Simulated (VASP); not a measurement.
Wanted: the native input for a VASP 6.6.1 run.

- Task: single point
- Functional: r2SCAN
- Potentials or basis: VASP PAW PBE potentials, release 64 (Sn_d, Se)
- Cutoff: 520 eV
- k mesh: 6 × 6 × 4
- Occupations: gaussian, width 0.05 eV
- Spin: no spin polarisation
- Dipole correction: no
- Further INCAR settings: ALGO = Normal; EDIFF = 1e-06; NBANDS = 28

The system is SnSe, a slab with vacuum.

```
CELL_PARAMETERS angstrom
4.15751 0.00000 0.00000
0.00000 4.15751 0.00000
0.00000 0.00000 11.31954
ATOMIC_POSITIONS crystal
Sn 0.50000 0.00000 0.37139
Sn 0.00000 0.50000 0.62861
Se 0.50000 0.00000 0.61509
Se 0.00000 0.50000 0.38491
```

This cell differs from its parent crystal: strain -0.030 along x and y, +0.030 along z.

One way to write it, as run:

POSCAR

```
SnSe
1.0
    4.1575119741      0.0000000000      0.0000000000
    0.0000000000      4.1575119741      0.0000000000
    0.0000000000      0.0000000000     11.3195444365
Sn Se
2 2
Direct
    0.5000000000      0.0000000000      0.3713940256
    0.0000000000      0.5000000000      0.6286059744
    0.5000000000      0.0000000000      0.6150878817
    0.0000000000      0.5000000000      0.3849121183
```

INCAR.step1

```
ALGO     = Normal         # electronic algorithm
EDIFF    = 1E-4           # SCF threshold, eV
ENCUT    = 520            # plane-wave cutoff, eV
GGA      = PE             # functional
ISMEAR   = 0              # smearing method
LASPH    = T              # aspherical terms in the spheres
LCHARG   = F              # write CHGCAR
LREAL    = F              # projectors in reciprocal space
LWAVE    = T              # write WAVECAR
NBANDS   = 28             # bands
NELM     = 80             # most SCF steps
PREC     = Accurate       # precision mode
SIGMA    = 0.05           # smearing width, eV
```

INCAR.step2

```
ALGO     = Normal         # electronic algorithm
EDIFF    = 1E-6           # SCF threshold, eV
ENCUT    = 520            # plane-wave cutoff, eV
ISIF     = 2              # what is computed and relaxed
ISMEAR   = 0              # smearing method
ISTART   = 1            
LASPH    = T              # aspherical terms in the spheres
LCHARG   = F              # write CHGCAR
LMIXTAU  = T            
LREAL    = F              # projectors in reciprocal space
LWAVE    = F              # write WAVECAR
METAGGA  = R2SCAN         # meta-GGA
NBANDS   = 28             # bands
NELM     = 80             # most SCF steps
PREC     = Accurate       # precision mode
SIGMA    = 0.05           # smearing width, eV
```

KPOINTS

```
k-points
0
Gamma
  6 6 4
```

Potentials or basis: VASP PAW PBE potentials, release 64 (Sn_d, Se).

Run with:

```console
$ cat potpaw_PBE.64/Sn_d/POTCAR potpaw_PBE.64/Se/POTCAR > POTCAR
$ cp INCAR.step1 INCAR
$ mpirun -np 1 vasp_std > vasp.out
$ cp INCAR.step2 INCAR
$ mpirun -np 1 vasp_std > vasp.out
```

Results of the run:

* Largest force: 0.259 eV/Å
* Band gap on the k mesh: 1.32 eV (least direct gap 1.75 eV)

Caveat: the cell differs from its parent crystal (strain -0.030 along x and y, +0.030 along z); there is no dipole correction, which matters where the two faces differ; the PAW data sets were made with another functional, which shifts forces and pressure a little; spin-orbit coupling is left out, which moves the levels of the heavy elements.

It took 5.9 min on 1 thread of Intel(R) Xeon(R) Platinum 8375C CPU @ 2.90GHz (Ice Lake) (shared host), peak memory 0.4 GiB.
